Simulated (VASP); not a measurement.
# Ti2HC (R-3m) in VASP: notebook

Ti2HC is run at these levels: PBEsol, PBEsol+D3(BJ); tasks: relaxation of cell and atoms.

All numbers are computed with VASP 6.6.1; they aren't measurements. Logs are shortened: lines on timing, memory, paths and dates and some standing lists are left out, and cuts for length are marked.

## 1. The cell of the first run

It takes space group R-3m (No. 166, trigonal). The conventional cell has a = 3.097 Å, b = 3.097 Å, c = 14.385 Å, α = 90.00°, β = 90.00°, γ = 120.00°. Ti (site symmetry 3m) has 3 C at 2.11 Å and 3 H at 2.20 Å and 3 Ti at 2.85 Å within 2.9 Å. Within 3.1 Å of H (site symmetry -3m) lie 6 Ti at 2.20 Å and 6 C at 2.99 Å and 6 H at 3.10 Å. C (site symmetry -3m) has 6 Ti at 2.11 Å within 2.8 Å.

## 2. Relaxation of cell and atoms, PBEsol

INCAR reads:

```
PREC = Accurate ; ENCUT = 600
EDIFF = 1E-7 ; ISMEAR = 0
SIGMA = 0.05 ; LREAL = False
LASPH = True ; NELM = 60
ALGO = Normal ; ISIF = 3
LWAVE = False ; LCHARG = False
GGA = PS ; IBRION = 2
NSW = 80 ; EDIFFG = -0.01
```

KPOINTS reads:

```
Automatic mesh
0
Gamma
  9 9 9
```

POSCAR reads:

```
Ti2HC
1.0
    1.5482797500      0.8938997300      4.7948803100
   -1.5482797500      0.8938997300      4.7948803100
    0.0000000000     -1.7877994600      4.7948803100
Ti H C
2 1 1
Direct
    0.7560540500      0.7560540500      0.7560540500
    0.2439459500      0.2439459500      0.2439459500
    0.0000000000      0.0000000000      0.0000000000
    0.5000000000      0.5000000000      0.5000000000
```

Potentials or basis: VASP PAW PBE potentials, release 64 (Ti_sv, H, C).

The run is started by

```bash
$ cat potpaw_PBE.64/Ti_sv/POTCAR potpaw_PBE.64/H/POTCAR potpaw_PBE.64/C/POTCAR > POTCAR
$ mpirun -np 1 vasp_std > vasp.out
```

OUTCAR:

```text
PREC = Accurate
   ENCUT = 600
   EDIFF = 1E-7
   ISMEAR = 0
   LREAL = False
   LASPH = True
   NELM = 60
   ISIF = 3
   GGA = PS
   IBRION = 2
   NSW = 80
   EDIFFG = -0.01

 ion  position               nearest neighbor table
   1  0.756  0.756  0.756-   4 2.11   4 2.11   4 2.11   2 2.85   2 2.85   2 2.85
   2  0.244  0.244  0.244-   4 2.11   4 2.11   4 2.11   1 2.85   1 2.85   1 2.85
   3  0.000  0.000  0.000-
   4  0.500  0.500  0.500-   2 2.11   1 2.11   2 2.11   2 2.11   1 2.11   1 2.11

  LATTYP: Found a trigonal (rhomboedric) cell.
 ALAT       =     5.1173336904
 COS(alpha) =     0.8169197958

  Lattice vectors:

 A1 = (   1.5482797500,   0.8938997300,   4.7948803100)
 A2 = (  -1.5482797500,   0.8938997300,   4.7948803100)
 A3 = (   0.0000000000,  -1.7877994600,   4.7948803100)

Analysis of symmetry for initial positions (statically):
=====================================================================
 Subroutine PRICEL returns:
 Original cell was already a primitive cell.

 Routine SETGRP: Setting up the symmetry group for a
 trigonal (rhombohedral) supercell.

 Subroutine GETGRP returns: Found 12 space group operations
 (whereof 12 operations were pure point group operations)
 out of a pool of 12 trial point group operations.

The static configuration has the point symmetry D_3d.

Analysis of symmetry for dynamics (positions and initial velocities):
=====================================================================
 Subroutine PRICEL returns:
 Original cell was already a primitive cell.

 Routine SETGRP: Setting up the symmetry group for a
 trigonal (rhombohedral) supercell.

 Subroutine GETGRP returns: Found 12 space group operations
 (whereof 12 operations were pure point group operations)
 out of a pool of 12 trial point group operations.

The dynamic configuration has the point symmetry D_3d.

 Subroutine INISYM returns: Found 12 space group operations
 (whereof 12 operations are pure point group operations),
 and found     1 'primitive' translations

----------------------------------------------------------------------------------------

                                     Primitive cell

  volume of cell :      39.8169

  direct lattice vectors                    reciprocal lattice vectors
     1.548279750  0.893899730  4.794880310     0.322939055  0.186448951  0.069518593
    -1.548279750  0.893899730  4.794880310    -0.322939055  0.186448951  0.069518593
     0.000000000 -1.787799460  4.794880310     0.000000000 -0.372897901  0.069518593

  length of vectors
     5.117333690  5.117333690  5.117333690     0.379322659  0.379322659  0.379322659

  position of ions in fractional coordinates (direct lattice)
     0.756054050  0.756054050  0.756054050
     0.243945950  0.243945950  0.243945950
     0.000000000  0.000000000  0.000000000
     0.500000000  0.500000000  0.500000000

  ion indices of the primitive-cell ions
   primitive index   ion index
                 1           1
                 2           2
                 3           3
                 4           4

----------------------------------------------------------------------------------------

 KPOINTS: Automatic mesh

Automatic generation of k-mesh.
 Grid dimensions read from file:
 generate k-points for:    9    9    9

 Generating k-lattice:

  Cartesian coordinates                     Fractional coordinates (reciprocal lattice)
     0.035882117  0.020716550  0.007724288     0.111111111  0.000000000  0.000000000
    -0.035882117  0.020716550  0.007724288     0.000000000  0.111111111  0.000000000
     0.000000000 -0.041433100  0.007724288     0.000000000  0.000000000  0.111111111

  Length of vectors
     0.042146962  0.042146962  0.042146962

  Shift w.r.t. Gamma in fractional coordinates (k-lattice)
     0.000000000  0.000000000  0.000000000

 Subroutine IBZKPT returns following result:
 ===========================================

 Found     85 irreducible k-points:

 Following reciprocal coordinates:
            Coordinates               Weight
  0.000000  0.000000  0.000000      1.000000
  0.111111 -0.000000 -0.000000      6.000000
  0.222222  0.000000 -0.000000      6.000000
  0.333333  0.000000 -0.000000      6.000000
  0.444444  0.000000 -0.000000      6.000000
  0.111111  0.111111 -0.000000      6.000000
[... 16 lines left out ...]
 -0.333333  0.333333  0.000000      6.000000
  0.444444  0.444444 -0.000000      6.000000
 [... further k-points ...]
   k-points           NKPTS =     85   k-points in BZ     NKDIM =     85   number of bands    NBANDS=     18
   number of dos      NEDOS =    301   number of ions     NIONS =      4
   total plane-waves  NPLWV =  74088
   dimension x,y,z NGX =    42 NGY =   42 NGZ =   42
   dimension x,y,z NGXF=    84 NGYF=   84 NGZF=   84
   ions per type =               2   1   1
   NGX,Y,Z   is equivalent  to a cutoff of  13.64, 13.64, 13.64 a.u.
   NGXF,Y,Z  is equivalent  to a cutoff of  27.29, 27.29, 27.29 a.u.
 SYSTEM =  unknown system
   PREC   = accura    normal or accurate (medium, high low for compatibility)
   ISTART =      0    job   : 0-new  1-cont  2-samecut
   ICHARG =      2    charge: 1-file 2-atom 10-const
   ISPIN  =      1    spin polarized calculation?
   LNONCOLLINEAR =      F non collinear calculations
   LSORBIT =      F    spin-orbit coupling
   LASPH  =      T    aspherical Exc in radial PAW
   ENCUT  =  600.0 eV  44.10 Ry    6.64 a.u.  10.22 10.22 10.22*2*pi/ulx,y,z
   NELM   =     60;   NELMIN=  2; NELMDL= -5     # of ELM steps
   EDIFF  = 0.1E-06   stopping-criterion for ELM
   LREAL  =      F    real-space projection
   EDIFFG = -.1E-01   stopping-criterion for IOM
   NSW    =     80    number of steps for IOM
   IBRION =      2    ionic relax: 0-MD 1-quasi-New 2-CG
   NFREE  =      1    steps in history (QN), initial steepest desc. (CG)
   ISIF   =      3    stress and relaxation
   ISYM   =      2    0-nonsym 1-usesym 2-fastsym
   POTIM  = 0.5000    time-step for ionic-motion
   TEBEG  =    0.0;   TEEND  =   0.0 temperature during run
   PSTRESS=    0.0 pullay stress
   NELECT =      29.0000    total number of electrons
   NUPDOWN=      -1.0000    fix difference up-down
   EMIN   =  10.00;   EMAX   =-10.00  energy-range for DOS
   EFERMI =   0.00;   METHOD = LEGACY
   ISMEAR =     0;   SIGMA  =   0.05  broadening in eV -4-tet -1-fermi 0-gaus
   EFERMI_NEDOS =   21; number of points for ismear=-14 and -15
   IALGO  =     38    algorithm
   IMIX   =      4    mixing-type and parameters
     AMIX     =   0.40;   BMIX     =  1.00
     AMIX_MAG =   1.60;   BMIX_MAG =  1.00
  volume/ion in A,a.u.               =       9.95        67.17
  Fermi-wavevector in a.u.,A,eV,Ry     =   1.472940  2.783453 29.518553  2.169552
  Thomas-Fermi vector in A             =   2.587894
   LORBIT       =      0    0 simple, 1 ext, 2 COOP (PROOUT), +10 PAW based schemes
   GGA     = PS    functional components
   LHFCALC =     F    Hartree Fock is set to
   AEXX    =    0.0000 exact exchange contribution
   IVDW    =     0    specifies the selected vdW correction
   LEPSILON=     F    determine dielectric tensor
   LRPA    =     F    only Hartree local field effects (RPA)
 conjugate gradient relaxation of ions
 non-spin polarized calculation
 Gauss-broadening in eV      SIGMA  =   0.05
  energy-cutoff  :      600.00
  volume of cell :       39.82
 maximum number of plane-waves:      1342
 NGX is ok and might be reduce to    42
   NGX = 21   NGY = 21   NGZ = 21

--------------------------------------- Ionic step        1  -------------------------------------------

 number of electron      28.9999997 magnetization

 Free energy of the ion-electron system (eV)
  ---------------------------------------------------
  ext. energy  EPLUGINS =         0.00000000
  ---------------------------------------------------
  free energy    TOTEN  =       -32.69065146 eV

  energy without entropy =      -32.68784837  energy(sigma->0) =      -32.68924991

------------------------ aborting loop because EDIFF is reached ----------------------------------------

  FORCE on cell =-STRESS in cart. coord.  units (eV):
  Direction    XX          YY          ZZ          XY          YZ          ZX
  --------------------------------------------------------------------------------------
  -------------------------------------------------------------------------------------
  Total       -1.2674180     -1.2674180     -1.0742148      0.0000000     -0.0000000     -0.0000000
  in kB      -50.9991794    -50.9991794    -43.2249449      0.0000000     -0.0000000     -0.0000000
  external PRESSURE =     -48.4077679 kB  Pullay stress =       0.0000000 kB
[... 137 lines left out ...]
  energy  without entropy=      -32.7027386405  energy(sigma->0) =      -32.70413336

--------------------------------------- Ionic step        5  -------------------------------------------

 number of electron      28.9999998 magnetization

 Free energy of the ion-electron system (eV)
  ---------------------------------------------------
  ext. energy  EPLUGINS =         0.00000000
  ---------------------------------------------------
  free energy    TOTEN  =       -32.70557096 eV

  energy without entropy =      -32.70282038  energy(sigma->0) =      -32.70419567

 E-fermi :   9.0824     XC(G=0): -12.3736

 val. band max:        9.0729885275   @ k =  -0.2222   0.3333   0.1111
 cond. band min:       9.0846152082   @ k =   0.4444   0.4444   0.3333
 fundamental gap:      0.0116266806
 Fermi energy:         9.0824302880

 k-point     1 :       0.0000    0.0000    0.0000
  band No.  band energies     occupation
      1     -47.3890      2.00000
      2     -47.2659      2.00000
      3     -24.1035      2.00000
      4     -23.5773      2.00000
      5     -23.5773      2.00000
      6     -23.4867      2.00000
[... 10 lines left out ...]
     17      10.9301      0.00000
     18      10.9301      0.00000
[... 466 lines left out ...]
      2     -47.2583      2.00000
      3     -24.0537      2.00000
      4     -24.0074      2.00000
      5     -23.7085      2.00000
      6     -23.6400      2.00000
[... 10 lines left out ...]
     17      11.7524      0.00000
     18      11.8560      0.00000

 [... further k-points ...]
[... 5 lines left out ...]
  --------------------------------------------------------------------------------------
  -------------------------------------------------------------------------------------
  Total       -0.0049813     -0.0049813     -0.0100772      0.0000000     -0.0000000     -0.0000000
  in kB       -0.2054087     -0.2054087     -0.4155463      0.0000000     -0.0000000     -0.0000000
  external PRESSURE =      -0.2754546 kB  Pullay stress =       0.0000000 kB
[... 19 lines left out ...]
  FREE ENERGIE OF THE ION-ELECTRON SYSTEM (eV)
  ---------------------------------------------------
  free  energy   TOTEN  =       -32.7055709579 eV

  energy  without entropy=      -32.7028203764  energy(sigma->0) =      -32.70419567

 reached required accuracy - stopping structural energy minimisation
```

Wall time 15 min (1 thread of Oxide Virtual Turin-like, shared host); peak memory 0.29 GiB.

What came out:

- Free energy: -32.7056 eV
- Relaxed volume: 9.71 Å³/atom
- Relaxed cell: a = 5.082 Å, b = 5.082 Å, c = 5.082 Å, α = 35.15°, β = 35.15°, γ = 35.15°
- Space group after relaxing (to 0.1 Å): R-3m (No. 166)
- Energy gained by relaxing: 3.7 meV/atom
- Ionic steps: 5
- Pressure after relaxing: 0.0 GPa
- Band gap on the k mesh: zero (an odd number of electrons rules out a gap without spin polarisation)

Step by step:
```csv
step,energy change (eV),largest force (eV/Å),pressure (GPa),volume (Å³)
1,0.0000,0.2211,-4.84,39.82
2,0.0025,0.4965,5.23,38.11
3,-0.0141,0.1094,-0.22,38.98
4,-0.0149,0.0249,-0.08,38.88
5,-0.0149,0.0013,-0.03,38.85
```

Final structure:
```
Ti H C
1.0
     1.53456    0.88598    4.76289
    -1.53456    0.88598    4.76289
     0.00000   -1.77196    4.76289
Ti H C
2 1 1
Direct
  0.75599 0.75599 0.75599
  0.24401 0.24401 0.24401
  0.00000 0.00000 0.00000
  0.50000 0.50000 0.50000
```

Caveat: the PAW data sets were made with another functional, which shifts forces and pressure a little; an odd number of electrons without spin polarisation forces a metal; a magnetic or distorted state may lie lower.

## 3. Relaxation of cell and atoms, PBEsol+D3(BJ)

INCAR reads:

```
SYSTEM = Ti2HC
ALGO     = Normal         ! electronic algorithm
EDIFF    = 1E-7           ! SCF threshold, eV
EDIFFG   = -0.01          ! ionic threshold
ENCUT    = 600            ! plane-wave cutoff, eV
GGA      = PS             ! functional
IBRION   = 2              ! ionic algorithm
ISIF     = 3              ! what is computed and relaxed
ISMEAR   = 0              ! smearing method
IVDW     = 12             ! dispersion correction
LASPH    = .TRUE.         ! aspherical terms in the spheres
LCHARG   = .FALSE.        ! write CHGCAR
LREAL    = .FALSE.        ! projectors in reciprocal space
LWAVE    = .FALSE.        ! write WAVECAR
NELM     = 100            ! most SCF steps
NSW      = 80             ! ionic steps
PREC     = Accurate       ! precision mode
SIGMA    = 0.05           ! smearing width, eV
```

KPOINTS reads:

```
k-points
0
G
  9 9 9
  0 0 0
```

POSCAR is that of step 2.

Potentials or basis: VASP PAW PBE potentials, release 64 (Ti_sv, H, C).

The run is started by

```bash
$ cat potpaw_PBE.64/Ti_sv/POTCAR potpaw_PBE.64/H/POTCAR potpaw_PBE.64/C/POTCAR > POTCAR
$ mpirun -np 1 vasp_std > vasp.out
```

Run time: 25 min. Hardware: 1 thread of Oxide Virtual Turin-like, shared host; peak memory 0.31 GiB.

Results (log left out):

```
Free energy                           : -34.2480 eV
Relaxed volume                        : 9.36 Å³/atom
Relaxed cell                          : a = 5.009 Å, b = 5.009 Å, c = 5.009 Å, α = 35.28°, β = 35.28°, γ = 35.28°
Space group after relaxing (to 0.1 Å) : R-3m (No. 166)
Energy gained by relaxing             : 20.3 meV/atom
Ionic steps                           : 9
Pressure after relaxing               : 0.0 GPa
Largest force after relaxing          : 0.007 eV/Å
Band gap on the k mesh                : zero (an odd number of electrons rules out a gap without spin polarisation)
Dispersion energy per atom            : -0.393 eV
```

Forces on the atoms (eV/Å):
```
Ti   0.000  0.000  0.007
Ti   0.000  0.000 -0.007
H    0.000  0.000  0.000
C    0.000  0.000  0.000
```

Step by step:
| step | energy change (eV) | largest force (eV/Å) | pressure (GPa) | volume (Å³) |
| --- | --- | --- | --- | --- |
| 1 | 0.0000 | 0.2188 | -10.90 | 39.82 |
| 2 | -0.0002 | 1.1900 | 12.02 | 36.04 |
| 3 | -0.0714 | 0.4334 | -0.46 | 37.86 |
| 4 | -0.0809 | 0.0479 | -0.15 | 37.51 |
| 5 | -0.0811 | 0.0035 | -0.10 | 37.47 |
| 6 | -0.0811 | 0.0115 | -0.09 | 37.46 |
| 7 | -0.0811 | 0.0017 | 0.12 | 37.42 |
| 8 | -0.0811 | 0.0001 | 0.15 | 37.42 |
| 9 | -0.0812 | 0.0074 | -0.02 | 37.45 |

Final structure:
```
Ti H C
1.0
     1.51778    0.87629    4.69239
    -1.51778    0.87629    4.69239
     0.00000   -1.75258    4.69239
Ti H C
2 1 1
Direct
  0.75493 0.75493 0.75493
  0.24507 0.24507 0.24507
  0.00000 0.00000 0.00000
  0.50000 0.50000 0.50000
```

Levels at points of the mesh, in eV from the Fermi level:
```csv
k point,band 10,band 11,band 12,band 13,band 14,band 15,band 16,band 17,band 18
"(0.00, 0.00, 0.00)",-5.98,-5.35,-2.91,-2.91,0.30,0.30,1.01,1.93,1.93
```

Caveat: the PAW data sets were made with another functional, which shifts forces and pressure a little; an odd number of electrons without spin polarisation forces a metal; a magnetic or distorted state may lie lower.
